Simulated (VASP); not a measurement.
Set up this calculation in VASP 6.6.1, as the native input.

```
Task                   : single point
Functional             : PBE
Potentials or basis    : VASP PAW PBE potentials, release 64 (Si)
Cutoff                 : 500 eV
k mesh                 : 1 × 1 × 1
Occupations            : gaussian, width 0.01 eV
Spin                   : no spin polarisation
Dipole correction      : no
Further INCAR settings : ALGO = Normal; EDIFF = 1e-06; NBANDS = 26
```

The structure of Si lies in POSCAR:

```
Si
1.0
    5.4300000000      0.0000000000      0.0000000000
    0.0000000000      5.4300000000      0.0000000000
    0.0000000000      0.0000000000      5.4300000000
Si
8
Direct
    0.0000000000      0.0000000000      0.0000000000
    0.0000000000      0.5000000000      0.5000000000
    0.5000000000      0.0000000000      0.5000000000
    0.5000000000      0.5000000000      0.0000000000
    0.2500000000      0.2500000000      0.2500000000
    0.2500000000      0.7500000000      0.7500000000
    0.7500000000      0.2500000000      0.7500000000
    0.7500000000      0.7500000000      0.2500000000
```

These files were run (other wordings do the same):

INCAR

```
SYSTEM = Si
  PREC = Accurate
  ENCUT = 500
  EDIFF = 1E-6
  ISMEAR = 0
  SIGMA = 0.01
  LREAL = .FALSE.
  LASPH = .TRUE.
  NELM = 120
  ALGO = Normal
  ISIF = 2
  LWAVE = .FALSE.
  LCHARG = .FALSE.
  GGA = PE
  NBANDS = 26
  GGA_COMPAT = .FALSE.
```

KPOINTS

```
regular mesh
0
G
  1 1 1
  0 0 0
```

Potentials or basis: VASP PAW PBE potentials, release 64 (Si).

The run is started by

```console
$ cat potpaw_PBE.64/Si/POTCAR > POTCAR
$ mpirun -np 1 vasp_gam > vasp.out
```

Results of the run:

The pressure is 11.0 GPa. The band gap on the k mesh is 0.60 eV.

Caveat: the k points lie up to 1.16 Å⁻¹ apart.

Run time: 12 s on 1 thread of Intel Xeon 8259CL, with other jobs on the host, peak memory 0.21 GiB.
